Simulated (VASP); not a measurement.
A run of VASP 6.6.1 is set up as follows.

Contents of INCAR:

```
PREC = Accurate
ENCUT = 520
EDIFF = 1E-6
ISMEAR = 0
SIGMA = 0.1
LREAL = F
LASPH = T
NELM = 80
ALGO = Normal
ISIF = 2
LWAVE = F
LCHARG = T
GGA = PS
LELF = T
LVHAR = T
NBANDS = 8
```

KPOINTS

```
Automatic mesh
0
Gamma
  12 12 12
```

Contents of POSCAR:

```
Sb
1.0
    3.1969404000      0.1264000000     -0.0806748000
    0.1264000000      3.1813616000     -0.1264000000
   -0.0806748000     -0.1264000000      3.1969404000
Sb
1
Direct
    0.0000000000      0.0000000000      0.0000000000
```

Potentials or basis: VASP PAW PBE potentials, release 64 (Sb).

Launch:

```sh
$ cat potpaw_PBE.64/Sb/POTCAR > POTCAR
$ mpirun -np 1 vasp_std > vasp.out
```

Problem. What does it give for the pressure?

Solution. -5.8 GPa.

Problem. What does it give for the band gap on the k mesh?

Solution. Zero (an odd number of electrons rules out a gap without spin polarisation).

Stress tensor (GPa, compression positive):
```
-5.83 -1.11  0.73
-1.11 -5.60  1.11
 0.73  1.11 -5.83
```

Caveat: the cell differs from its parent crystal (strained); the cell stands under tension; the PAW data sets were made with another functional, which shifts forces and pressure a little; spin-orbit coupling is left out, which moves the levels of the heavy elements.
